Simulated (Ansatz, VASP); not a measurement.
**SnO2 in VASP and in Ansatz**

```
Sn O
1.0
     4.71984    0.00000    0.00000
     0.00000    4.72044    0.00000
     0.00000    0.00000    3.18878
Sn O
2 4
Cartesian
  2.3599 2.3602 1.5944
  0.0000 0.0000 0.0000
  1.4444 1.4451 0.0000
  3.8043 0.9151 1.5944
  0.9156 3.8053 1.5944
  3.2755 3.2754 0.0000
```

Alike in both runs: functional LDA; k mesh 6 × 6 × 8; occupations gaussian, width 0.02 eV; no spin polarisation.

Ansatz relaxed the structure, and its values are those at the end. VASP's run is a single point on that final structure, the one shown.

|  | VASP | Ansatz |
| --- | --- | --- |
| version | VASP 6.6.1 | Ansatz 0.2.0 |
| potentials or method | VASP PAW LDA potentials, release 64 (Sn_d, O), cutoff 520 eV | scalar-relativistic, plane waves, PAW |
| valence electrons in the cell | 52 | 52 |

|  | VASP | Ansatz | Ansatz less VASP |
| --- | --- | --- | --- |
| gap on the k mesh at the Fermi level (eV) | 1.21 | 1.18 | -0.029 |
| least direct gap on the mesh (eV) | 1.21 | 1.18 | -0.029 |
| pressure (GPa) | 1.4 | 0.0 | -1.40 |
| rms of the force components (eV/Å) | 0.013 | 0.000 | -0.0126 |

Ansatz warns that its potentials were made for another functional, while VASP's fit it. LDA's correlation is that of Perdew and Zunger in VASP and of Perdew and Wang (1992) in Ansatz.
